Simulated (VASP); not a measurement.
Crystal: AlN.

```xyz
2
Lattice="0.0000 2.1849 2.1849 2.1849 0.0000 2.1849 2.1849 2.1849 0.0000" Properties=species:S:1:pos:R:3 pbc="T T T"
Al    0.0000    0.0000    0.0000
N     1.0924    1.0924    1.0924
```

Base run:

```yaml
Program: VASP 6.6.1
Functional: PBE0
Potentials_or_basis: VASP PAW PBE potentials, release 64 (Al, N)
Cutoff: 520 eV
k_mesh: 8 × 8 × 8
Occupations: gaussian, width 0.01 eV
Spin: no spin polarisation
```

Its results: band gap on the k mesh 5.29 eV, indirect (least direct gap 6.27 eV); pressure -0.8 GPa.

Task: The run is repeated on the same cell with these changes: functional from PBE0 to PBE; k mesh from 8 × 8 × 8 to 6 × 6 × 6. What comes out?

Result: Band gap on the k mesh 3.32 eV, indirect (least direct gap 4.18 eV); pressure 4.3 GPa.

Several settings changed at once, so the effect can't be laid on one alone.

Caveats: the PAW data sets were made with another functional, which shifts forces and pressure a little (some runs).

A k mesh can miss the band edges.
